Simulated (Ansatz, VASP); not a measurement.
# BiS: VASP beside Ansatz

```
Bi S
1.0
     0.00000    2.92865    2.92865
     2.92865    0.00000    2.92865
     2.92865    2.92865    0.00000
Bi S
1 1
Direct
  0.50000 0.50000 0.50000
  0.00000 0.00000 0.00000
```

Alike in both runs: functional PBEsol; k mesh 8 × 8 × 8; occupations gaussian, width 0.1 eV; no spin polarisation.

Ansatz relaxed the structure, and its values are those at the end. VASP's run is a single point on that final structure, the one shown.

|  | VASP | Ansatz |
| --- | --- | --- |
| version | VASP 6.6.1 | Ansatz 0.2.0 |
| potentials or method | VASP PAW PBE potentials, release 64 (Bi_d, S), cutoff 520 eV | scalar-relativistic, plane waves, PAW |
| valence electrons in the cell | 21 | 21 |

```csv
,VASP,Ansatz,Ansatz less VASP
gap on the k mesh at the Fermi level (eV),none,none,-
pressure (GPa),0.1,0.1,0.00
```

VASP's potentials were made for PBE, not for PBEsol. A gap of «none» marks a metal or a gap that the smearing closes.

Neither program's run includes spin-orbit coupling.
